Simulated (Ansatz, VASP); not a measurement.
## One calculation of La2O3, two programs

```
La O
1.0
     4.01559    0.00000    0.00000
    -2.00779    3.47760    0.00000
     0.00000    0.00000    7.06692
La O
2 3
Direct
  0.00000 0.00000 0.19459
  0.00000 0.00000 0.80541
  0.33333 0.66667 0.00000
  0.66667 0.33333 0.00000
  0.00000 0.00000 0.50000
```

Alike in both runs: functional PBE; k mesh 12 × 12 × 6; occupations gaussian, width 0.1 eV; no spin polarisation.

Ansatz relaxed the structure, and its values are those at the end. VASP's run is a single point on that final structure, the one shown.

```csv
,VASP,Ansatz
version,VASP 6.6.1,Ansatz 0.2.0
potentials or method,"VASP PAW PBE potentials, release 64 (La, O), cutoff 520 eV","scalar-relativistic, plane waves, PAW"
valence electrons in the cell,40,40
```

Ansatz gave:

```
gap on the k mesh at the Fermi level (eV) : none
pressure (GPa)                            : 0.0
```

Question: What did VASP give for the same quantities?

Answer: gap on the k mesh at the Fermi level (eV): none; pressure (GPa): -0.2.

A gap of «none» marks a metal or a gap that the smearing closes.

Neither program's run includes spin-orbit coupling.
